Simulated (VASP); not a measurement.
Input of a VASP 6.6.1 run:

The input POSCAR:

```
GaP
1.0
    0.0000000000      2.6505476987      2.6505476987
    2.6505476987      0.0000000000      2.6505476987
    2.6505476987      2.6505476987      0.0000000000
Ga P
1 1
Direct
    0.0000000000      0.0000000000      0.0000000000
    0.2500000000      0.2500000000      0.2500000000
```

File INCAR.step1:

```
SYSTEM = GaP
ALGO = Normal
EDIFF = 1E-4
ENCUT = 520
GGA = PE
ISMEAR = 0
LASPH = .True.
LCHARG = .False.
LREAL = .False.
LWAVE = .True.
NBANDS = 16
NELM = 60
PREC = Accurate
SIGMA = 0.01
```

INCAR.step2

```
SYSTEM = GaP
ALGO = Normal
EDIFF = 1E-6
ENCUT = 520
ISIF = 2
ISMEAR = 0
ISTART = 1
LASPH = .True.
LCHARG = .False.
LMIXTAU = .True.
LREAL = .False.
LWAVE = .False.
METAGGA = R2SCAN
NBANDS = 16
NELM = 60
PREC = Accurate
SIGMA = 0.01
```

Contents of KPOINTS:

```
k-points
0
Gamma
  6 6 6
  0 0 0
```

Potentials or basis: VASP PAW PBE potentials, release 64 (Ga_d, P).

Run with:

```console
$ cat potpaw_PBE.64/Ga_d/POTCAR potpaw_PBE.64/P/POTCAR > POTCAR
$ cp INCAR.step1 INCAR
$ mpirun -np 1 vasp_std > vasp.out
$ cp INCAR.step2 INCAR
$ mpirun -np 1 vasp_std > vasp.out
```

(1) Estimate the band gap on the k mesh.

(2) Predict the pressure.

Answers

(1) 1.72 eV, indirect (least direct gap 3.09 eV).

(2) 8.9 GPa.

Caveat: the PAW data sets were made with another functional, which shifts forces and pressure a little.
